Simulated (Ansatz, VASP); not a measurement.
Two plane-wave programs on BP

```xyz
2
Lattice="0.0000 2.1438 2.1438 2.1438 0.0000 2.1438 2.1438 2.1438 0.0000" Properties=species:S:1:pos:R:3 pbc="T T T"
B     0.0000    0.0000    0.0000
P     3.2157    3.2157    3.2157
```

Alike in both runs: task single point; functional LDA; k mesh 10 × 10 × 10; no spin polarisation.

|  | VASP | Ansatz |
| --- | --- | --- |
| version | VASP 6.6.1 | Ansatz 0.2.0 |
| potentials or method | VASP PAW LDA potentials, release 64 (B, P), cutoff 500 eV | scalar-relativistic, plane waves, PAW |
| occupations | gaussian, width 0.01 eV | fixed |
| valence electrons in the cell | 8 | 8 |

|  | VASP | Ansatz | Ansatz less VASP |
| --- | --- | --- | --- |
| gap on the k mesh at the Fermi level (eV) | 0.97 | 0.97 | +0.003 |

LDA's correlation is that of Perdew and Zunger in VASP and of Perdew and Wang (1992) in Ansatz. Ansatz's warnings: stress scf threshold loose.
